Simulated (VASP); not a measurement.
A run of VASP 6.6.1:

Contents of INCAR:

```
SYSTEM = Si7Ge
PREC = Accurate
ENCUT = 520
EDIFF = 1E-6
ISMEAR = 0
SIGMA = 0.03
LREAL = .FALSE.
LASPH = .TRUE.
NELM = 60
ALGO = Normal
ISIF = 2
LWAVE = .FALSE.
LCHARG = .FALSE.
GGA = PS
NBANDS = 31
```

The input KPOINTS:

```
Automatic mesh
0
G
  8 8 8
  0 0 0
```

Contents of POSCAR:

```
Si7Ge
1.0
    5.3284664811      0.0000000000      0.0000000000
    0.0000000000      5.3284664811      0.0000000000
    0.0000000000      0.0000000000      5.1185249018
Si Ge
7 1
Direct
    0.2525986838      0.2525986838      0.2525986838
    0.0000000000      0.5000000000      0.5000000000
    0.5000000000      0.5000000000      0.0000000000
    0.5000000000      0.0000000000      0.5000000000
    0.7474013162      0.2525986838      0.7474013162
    0.7474013162      0.7474013162      0.2525986838
    0.2525986838      0.7474013162      0.7474013162
    0.0000000000      0.0000000000      0.0000000000
```

Potentials or basis: VASP PAW PBE potentials, release 64 (Si, Ge_d).

Run with:

```console
$ cat potpaw_PBE.64/Si/POTCAR potpaw_PBE.64/Ge_d/POTCAR > POTCAR
$ mpirun -np 1 vasp_std > vasp.out
```

Hardware: 1 thread of Intel Xeon 6975P-C, on a shared host.

Question: How long does it take, and how much memory?

Answer: Wall time 4.5 min on 1 thread of Intel Xeon 6975P-C, with other jobs on the host, peak memory 0.42 GiB. Counts: scf iterations 12, k points 75.
